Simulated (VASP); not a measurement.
Set up this calculation in VASP 6.6.1, as the native input.

* Task: relaxation of the atoms
* Functional: PBE
* Potentials or basis: VASP PAW PBE potentials, release 64 (Cd, Se)
* Cutoff: 520 eV
* k mesh: 8 × 8 × 8
* Occupations: fermi-dirac, width 0.03 eV
* Spin: no spin polarisation
* Dipole correction: no
* Further INCAR settings: ALGO = Normal; EDIFF = 1e-07; IBRION = 2; EDIFFG = -0.01; NSW = 50

The structure of CdSe lies in POSCAR:

```
CdSe
1.0
    0.0000000000      2.8501873023      2.8501873023
    2.8501873023      0.0000000000      2.8501873023
    2.8501873023      2.8501873023      0.0000000000
Cd Se
1 1
Direct
    0.0000000000      0.0000000000      0.0000000000
    0.2500000000      0.2500000000      0.2500000000
```

These files were run (other wordings do the same):

INCAR

```
PREC = Accurate
ENCUT = 520
EDIFF = 1E-7
ISMEAR = -1
SIGMA = 0.03
LREAL = False
LASPH = True
NELM = 60
ALGO = Normal
ISIF = 2
LWAVE = False
LCHARG = False
GGA = PE
IBRION = 2
NSW = 50
EDIFFG = -0.01
```

KPOINTS

```
regular mesh
0
Gamma
  8 8 8
```

Potentials or basis: VASP PAW PBE potentials, release 64 (Cd, Se).

Command:

```sh
$ cat potpaw_PBE.64/Cd/POTCAR potpaw_PBE.64/Se/POTCAR > POTCAR
$ mpirun -np 1 vasp_std > vasp.out
```

Results of the run:

```
Pressure after relaxing : 20.8 GPa
Band gap on the k mesh  : 1.00 eV, direct
```

Caveat: the relaxation stopped at its first step, so nothing moved.

Wall time 12 s on 1 thread of AMD EPYC 9R45 96-Core Processor (Zen 5) (shared host), peak memory 0.14 GiB.
